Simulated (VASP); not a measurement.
# SiNi in VASP: a series of runs

Runs on SiNi. Level: PBE. Tasks: single point.

All numbers are computed with VASP 6.6.1; they aren't measurements. Logs are shortened: lines on timing, memory, paths and dates and some standing lists are left out, and cuts for length are marked.

## 1. The cell of the first run

The cell holds a slab with vacuum, 14 atoms: a = 3.258 Å, b = 4.709 Å, c = 24.166 Å, α = 90.00°, β = 90.00°, γ = 90.00°.

## 2. Single point, PBE

Contents of INCAR:

```
PREC = Accurate ; ENCUT = 520
EDIFF = 1E-7 ; ISMEAR = 0
SIGMA = 0.1 ; LREAL = False
LASPH = True ; NELM = 80
ALGO = Normal ; ISIF = 2
LWAVE = False ; LCHARG = True
LDIPOL = True ; IDIPOL = 3
DIPOL = 0.5 0.5 0.500 ; GGA = PE
LELF = True ; LVHAR = True
LVACPOTAV = True ; NBANDS = 62
```

Contents of KPOINTS:

```
regular mesh
0
Gamma
  11 8 3
```

Contents of POSCAR:

```
SiNi
1.0
    3.2583147222      0.0000000000      0.0000000000
    0.0000000000      4.7093899546      0.0000000000
    0.0000000000      0.0000000000     24.1658506980
Si Ni
7 7
Direct
    0.0000000000      0.8431827244      0.3103553065
    0.5000000000      0.1568172756      0.3735702043
    0.0000000000      0.8431827244      0.4367851022
    0.5000000000      0.1568172756      0.5000000000
    0.0000000000      0.8431827244      0.5632148978
    0.5000000000      0.1568172756      0.6264297957
    0.0000000000      0.8431827244      0.6896446935
    0.0000000000      0.3423059767      0.3103553065
    0.5000000000      0.6576940233      0.3735702043
    0.0000000000      0.3423059767      0.4367851022
    0.5000000000      0.6576940233      0.5000000000
    0.0000000000      0.3423059767      0.5632148978
    0.5000000000      0.6576940233      0.6264297957
    0.0000000000      0.3423059767      0.6896446935
```

Potentials or basis: VASP PAW PBE potentials, release 64 (Si, Ni).

Started as:

```bash
$ cat potpaw_PBE.64/Si/POTCAR potpaw_PBE.64/Ni/POTCAR > POTCAR
$ mpirun -np 1 vasp_std > vasp.out
```

OUTCAR:

```text
PREC = Accurate
   ENCUT = 520
   EDIFF = 1E-7
   ISMEAR = 0
   LREAL = False
   LASPH = True
   NELM = 80
   ISIF = 2
   GGA = PE

 ion  position               nearest neighbor table
   1  0.000  0.843  0.310-   8 2.35   8 2.36   9 2.40   9 2.40   2 2.68   2 2.68   3 3.06
   2  0.500  0.157  0.374-   9 2.35   9 2.36   8 2.40   8 2.40  10 2.40  10 2.40   1 2.68   1 2.68
                             3 2.68   3 2.68   4 3.06
   3  0.000  0.843  0.437-  10 2.35  10 2.36  11 2.40  11 2.40   9 2.40   9 2.40   4 2.68   4 2.68
                             2 2.68   2 2.68   5 3.06   1 3.06
   4  0.500  0.157  0.500-  11 2.35  11 2.36  10 2.40  12 2.40  10 2.40  12 2.40   3 2.68   5 2.68
                             5 2.68   3 2.68   6 3.06   2 3.06
   5  0.000  0.843  0.563-  12 2.35  12 2.36  11 2.40  11 2.40  13 2.40  13 2.40   4 2.68   4 2.68
                             6 2.68   6 2.68   3 3.06   7 3.06
   6  0.500  0.157  0.626-  13 2.35  13 2.36  14 2.40  14 2.40  12 2.40  12 2.40   7 2.68   7 2.68
                             5 2.68   5 2.68   4 3.06
   7  0.000  0.843  0.690-  14 2.35  14 2.36  13 2.40  13 2.40   6 2.68   6 2.68   5 3.06
   8  0.000  0.342  0.310-   1 2.35   1 2.36   2 2.40   2 2.40   9 2.68   9 2.68  10 3.06
   9  0.500  0.658  0.374-   2 2.35   2 2.36   1 2.40   1 2.40   3 2.40   3 2.40   8 2.68   8 2.68
                            10 2.68  10 2.68  11 3.06
  10  0.000  0.342  0.437-   3 2.35   3 2.36   4 2.40   4 2.40   2 2.40   2 2.40  11 2.68  11 2.68
                             9 2.68   9 2.68  12 3.06   8 3.06
  11  0.500  0.658  0.500-   4 2.35   4 2.36   5 2.40   3 2.40   3 2.40   5 2.40  12 2.68  10 2.68
                            10 2.68  12 2.68  13 3.06   9 3.06
  12  0.000  0.342  0.563-   5 2.35   5 2.36   4 2.40   4 2.40   6 2.40   6 2.40  11 2.68  11 2.68
                            13 2.68  13 2.68  10 3.06  14 3.06
  13  0.500  0.658  0.626-   6 2.35   6 2.36   7 2.40   7 2.40   5 2.40   5 2.40  14 2.68  14 2.68
                            12 2.68  12 2.68  11 3.06
  14  0.000  0.342  0.690-   7 2.35   7 2.36   6 2.40   6 2.40  13 2.68  13 2.68  12 3.06

  LATTYP: Found a simple orthorhombic cell.
 ALAT       =     3.2583147222
 B/A-ratio  =     1.4453453261
 C/A-ratio  =     7.4166717332

  Lattice vectors:

 A1 = (   3.2583147222,   0.0000000000,   0.0000000000)
 A2 = (   0.0000000000,   4.7093899546,   0.0000000000)
 A3 = (   0.0000000000,   0.0000000000,  24.1658506980)

Analysis of symmetry for initial positions (statically):
=====================================================================
 Subroutine PRICEL returns:
 Original cell was already a primitive cell.

 Routine SETGRP: Setting up the symmetry group for a
 simple orthorhombic supercell.

 Subroutine GETGRP returns: Found  4 space group operations
 (whereof  4 operations were pure point group operations)
 out of a pool of  8 trial point group operations.

The static configuration has the point symmetry C_2v.

Analysis of symmetry for dynamics (positions and initial velocities):
=====================================================================
 Subroutine PRICEL returns:
 Original cell was already a primitive cell.

 Routine SETGRP: Setting up the symmetry group for a
 simple orthorhombic supercell.

 Subroutine GETGRP returns: Found  4 space group operations
 (whereof  4 operations were pure point group operations)
 out of a pool of  8 trial point group operations.

The dynamic configuration has the point symmetry C_2v.

 Subroutine INISYM returns: Found  4 space group operations
 (whereof  4 operations are pure point group operations),
 and found     1 'primitive' translations

----------------------------------------------------------------------------------------

                                     Primitive cell

  volume of cell :     370.8171

  direct lattice vectors                    reciprocal lattice vectors
     3.258314722  0.000000000  0.000000000     0.306907124  0.000000000  0.000000000
     0.000000000  4.709389955  0.000000000     0.000000000  0.212341728  0.000000000
     0.000000000  0.000000000 24.165850698     0.000000000  0.000000000  0.041380708

  length of vectors
     3.258314722  4.709389955 24.165850698     0.306907124  0.212341728  0.041380708

  position of ions in fractional coordinates (direct lattice)
     0.000000000  0.843182724  0.310355306
     0.500000000  0.156817276  0.373570204
     0.000000000  0.843182724  0.436785102
     0.500000000  0.156817276  0.500000000
     0.000000000  0.843182724  0.563214898
[... 52 lines left out ...]

 Following reciprocal coordinates:
            Coordinates               Weight
  0.000000  0.000000  0.000000      1.000000
  0.090909  0.000000  0.000000      2.000000
  0.181818  0.000000  0.000000      2.000000
  0.272727  0.000000  0.000000      2.000000
  0.363636  0.000000  0.000000      2.000000
  0.454545  0.000000  0.000000      2.000000
[... 16 lines left out ...]
  0.363636  0.375000  0.000000      4.000000
  0.454545  0.375000  0.000000      4.000000
 [... further k-points ...]
   k-points           NKPTS =     60   k-points in BZ     NKDIM =     60   number of bands    NBANDS=     62
   number of dos      NEDOS =    301   number of ions     NIONS =     14
   total plane-waves  NPLWV = 155520
   dimension x,y,z NGX =    24 NGY =   36 NGZ =  180
   dimension x,y,z NGXF=    48 NGYF=   72 NGZF=  360
   ions per type =               7   7
   NGX,Y,Z   is equivalent  to a cutoff of  12.25, 12.71, 12.38 a.u.
   NGXF,Y,Z  is equivalent  to a cutoff of  24.49, 25.42, 24.77 a.u.
 SYSTEM =  unknown system
   PREC   = accura    normal or accurate (medium, high low for compatibility)
   ISTART =      0    job   : 0-new  1-cont  2-samecut
   ICHARG =      2    charge: 1-file 2-atom 10-const
   ISPIN  =      1    spin polarized calculation?
   LNONCOLLINEAR =      F non collinear calculations
   LSORBIT =      F    spin-orbit coupling
   LASPH  =      T    aspherical Exc in radial PAW
   ENCUT  =  520.0 eV  38.22 Ry    6.18 a.u.   6.06  8.76 44.93*2*pi/ulx,y,z
   NELM   =     80;   NELMIN=  2; NELMDL= -5     # of ELM steps
   EDIFF  = 0.1E-06   stopping-criterion for ELM
   LREAL  =      F    real-space projection
   EDIFFG = 0.1E-05   stopping-criterion for IOM
   NSW    =      0    number of steps for IOM
   IBRION =     -1    ionic relax: 0-MD 1-quasi-New 2-CG
   NFREE  =      0    steps in history (QN), initial steepest desc. (CG)
   ISIF   =      2    stress and relaxation
   ISYM   =      2    0-nonsym 1-usesym 2-fastsym
   POTIM  = 0.5000    time-step for ionic-motion
   TEBEG  =    0.0;   TEEND  =   0.0 temperature during run
   PSTRESS=    0.0 pullay stress
   NELECT =      98.0000    total number of electrons
   NUPDOWN=      -1.0000    fix difference up-down
   EMIN   =  10.00;   EMAX   =-10.00  energy-range for DOS
   EFERMI =   0.00;   METHOD = LEGACY
   ISMEAR =     0;   SIGMA  =   0.10  broadening in eV -4-tet -1-fermi 0-gaus
   EFERMI_NEDOS =   21; number of points for ismear=-14 and -15
   IALGO  =     38    algorithm
   IMIX   =      4    mixing-type and parameters
     AMIX     =   0.40;   BMIX     =  1.00
     AMIX_MAG =   1.60;   BMIX_MAG =  1.00
  volume/ion in A,a.u.               =      26.49       178.74
  Fermi-wavevector in a.u.,A,eV,Ry     =   1.050583  1.985314 15.017078  1.103724
  Thomas-Fermi vector in A             =   2.185592
   LORBIT       =      0    0 simple, 1 ext, 2 COOP (PROOUT), +10 PAW based schemes
   GGA     = PE    functional components
   LHFCALC =     F    Hartree Fock is set to
   AEXX    =    0.0000 exact exchange contribution
   IVDW    =     0    specifies the selected vdW correction
   LEPSILON=     F    determine dielectric tensor
   LRPA    =     F    only Hartree local field effects (RPA)
 non-spin polarized calculation
 Gauss-broadening in eV      SIGMA  =   0.10
  energy-cutoff  :      520.00
  volume of cell :      370.82
 maximum number of plane-waves:     10051
   NGX = 13   NGY = 17   NGZ = 89

 dipolmoment           0.000000      0.000000      0.000000 electrons x Angstroem

 number of electron      98.0000050 magnetization

 dipolmoment           0.000000      0.000000     -0.000000 electrons x Angstroem

 Free energy of the ion-electron system (eV)
  ---------------------------------------------------
  ext. energy  EPLUGINS =         0.00000000
  ---------------------------------------------------
  free energy    TOTEN  =       -79.53931090 eV

  energy without entropy =      -79.50357340  energy(sigma->0) =      -79.52144215

 E-fermi :   2.2575     XC(G=0):  -6.3771

 val. band max:        2.2440903264   @ k =   0.3636   0.5000   0.0000
 cond. band min:       2.2664122547   @ k =   0.1818   0.1250   0.0000
 fundamental gap:      0.0223219283
 Fermi energy:         2.2575248291

 k-point     1 :       0.0000    0.0000    0.0000
  band No.  band energies     occupation
      1     -11.0726      2.00000
      2     -10.1495      2.00000
      3      -8.7765      2.00000
      4      -7.0803      2.00000
      5      -5.4715      2.00000
      6      -5.2800      2.00000
[... 1525 lines left out ...]
     60       6.2482      0.00000
     61       6.3089      0.00000

 [... further k-points ...]

 [bands above 61 left out]

------------------------ aborting loop because EDIFF is reached ----------------------------------------

  FORCE on cell =-STRESS in cart. coord.  units (eV):
  Direction    XX          YY          ZZ          XY          YZ          ZX
  --------------------------------------------------------------------------------------
  -------------------------------------------------------------------------------------
  Total       -4.3139834     -5.8663712     -4.0537504      0.0000000      0.0000000      0.0000000
  in kB      -18.6392862    -25.3466372    -17.5149063      0.0000000      0.0000000      0.0000000
  external PRESSURE =     -20.5002766 kB  Pullay stress =       0.0000000 kB

 VOLUME and BASIS-vectors are now :
 -----------------------------------------------------------------------------
  energy-cutoff  :      520.00
  volume of cell :      370.82
      direct lattice vectors                 reciprocal lattice vectors
     3.258314722  0.000000000  0.000000000     0.306907124  0.000000000  0.000000000
     0.000000000  4.709389955  0.000000000     0.000000000  0.212341728  0.000000000
     0.000000000  0.000000000 24.165850698     0.000000000  0.000000000  0.041380708

 POSITION                                       TOTAL-FORCE (eV/Angst)
 -----------------------------------------------------------------------------------
      0.00000      3.97088      7.50000         0.000000      0.090743      0.086158
      1.62916      0.73851      9.02764         0.000000      0.156504     -0.986809
      0.00000      3.97088     10.55528         0.000000     -0.040391     -0.143845
      1.62916      0.73851     12.08293         0.000000     -0.036996      0.000000
      0.00000      3.97088     13.61057         0.000000     -0.040391      0.143845
      1.62916      0.73851     15.13821         0.000000      0.156504      0.986809
      0.00000      3.97088     16.66585         0.000000      0.090743     -0.086158
      0.00000      1.61205      7.50000         0.000000     -0.121869      0.991096
      1.62916      3.09734      9.02764         0.000000     -0.010370     -0.013038
      0.00000      1.61205     10.55528         0.000000     -0.084060      0.228212
      1.62916      3.09734     12.08293         0.000000      0.055883      0.000000
      0.00000      1.61205     13.61057         0.000000     -0.084060     -0.228212
      1.62916      3.09734     15.13821         0.000000     -0.010370      0.013038
      0.00000      1.61205     16.66585         0.000000     -0.121869     -0.991096
 -----------------------------------------------------------------------------------
    total drift:                                0.000000     -0.000143     -0.000006

  FREE ENERGIE OF THE ION-ELECTRON SYSTEM (eV)
  ---------------------------------------------------
  free  energy   TOTEN  =       -79.5393109023 eV

  energy  without entropy=      -79.5035734001  energy(sigma->0) =      -79.52144215

 vacuum level on the upper side and lower side of the slab         6.973         6.973
```

Wall time 31 min (1 thread of Intel Xeon 6975P-C (Granite Rapids), shared host); peak memory 1 GiB.

Results:

```yaml
Free_energy: -79.5393 eV
Largest_force: 0.999 eV/Å
Band_gap_on_the_k_mesh: zero (bands 49 and 50 overlap by 2.02 eV)
```

Forces on the atoms (eV/Å):
```
Si   0.000  0.091  0.086
Si   0.000  0.157 -0.987
Si   0.000 -0.040 -0.144
Si   0.000 -0.037  0.000
Si   0.000 -0.040  0.144
Si   0.000  0.157  0.987
Si   0.000  0.091 -0.086
Ni   0.000 -0.122  0.991
Ni   0.000 -0.010 -0.013
Ni   0.000 -0.084  0.228
Ni   0.000  0.056  0.000
Ni   0.000 -0.084 -0.228
Ni   0.000 -0.010  0.013
Ni   0.000 -0.122 -0.991
```

Spin polarisation is off, so any magnetic state and its effect on volume and gap are missing.

(Part 1 of 2 ends here.)

The gap in the log of VASP goes by the Fermi energy; the results here count the filled bands.